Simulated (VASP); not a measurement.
Runs of VASP 6.6.1 on Sn. The structure is that of space group Im-3m (No. 229), or close to it. The cells are those of the table. 

```tsv
cell	gap on the mesh (eV)	pressure (GPa)
a = 3.252 Å, angles 109.5°, 1 atom	none	-1.7
a = 3.339 Å, angles 109.5°, 1 atom	none	-5.0
a = 3.367 Å, angles 109.5°, 1 atom	none	-5.7
a = 3.311 Å, angles 109.5°, 1 atom	none	(b)
a = 3.282 Å, angles 109.5°, 1 atom	none	(a)
a = 3.222 Å, angles 109.5°, 1 atom	none	-0.2
a = 3.192 Å, angles 109.5°, 1 atom	none	1.5
```

Alike in all rows: task single point; level LDA; potentials or basis VASP PAW LDA potentials, release 64 (Sn_d); no spin polarisation; k mesh 11 × 11 × 11; cutoff (eV) 520; smearing fermi-dirac 0.05 eV.

Fill in the values left out.

(a) -3.0; (b) -4.1.

Caveats: spin-orbit coupling is left out, which moves the levels of the heavy elements.

A k mesh can miss the band edges, and the runs leave out spin-orbit coupling on Sn.

A gap of «none» marks levels without a gap at the run's occupations.
